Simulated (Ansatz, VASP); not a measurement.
# NaH: VASP beside Ansatz

```
Na H
1.0
     0.00000    2.34554    2.33381
     2.34554    0.00000    2.33381
     2.34554    2.34554    0.00000
Na H
1 1
Direct
  0.00000 0.00000 0.00000
  0.50000 0.50000 0.50000
```

Change from the starting cell: z stretched by -0.5 %, x and y held.

Alike in both runs: task single point; functional LDA; k mesh 8 × 8 × 8; no spin polarisation.

|  | VASP | Ansatz |
| --- | --- | --- |
| version | VASP 6.6.1 | Ansatz 0.2.0 |
| potentials or method | VASP PAW LDA potentials, release 64 (Na_pv, H), cutoff 520 eV | all-electron LAPW, scalar-relativistic |
| occupations | gaussian, width 0.01 eV | fixed |

|  | VASP | Ansatz | Ansatz less VASP |
| --- | --- | --- | --- |
| gap on the k mesh at the Fermi level (eV) | 3.55 | 3.55 | +0.002 |
| pressure (GPa) | 0.1 | 0.1 | +0.05 |
| traceless stress, the component that is largest in VASP (GPa) | 0.14 | 0.14 | -0.002 |

LDA's correlation is that of Perdew and Zunger in VASP and of Perdew and Wang (1992) in Ansatz. Ansatz ran all-electron here, and VASP with PAW potentials.
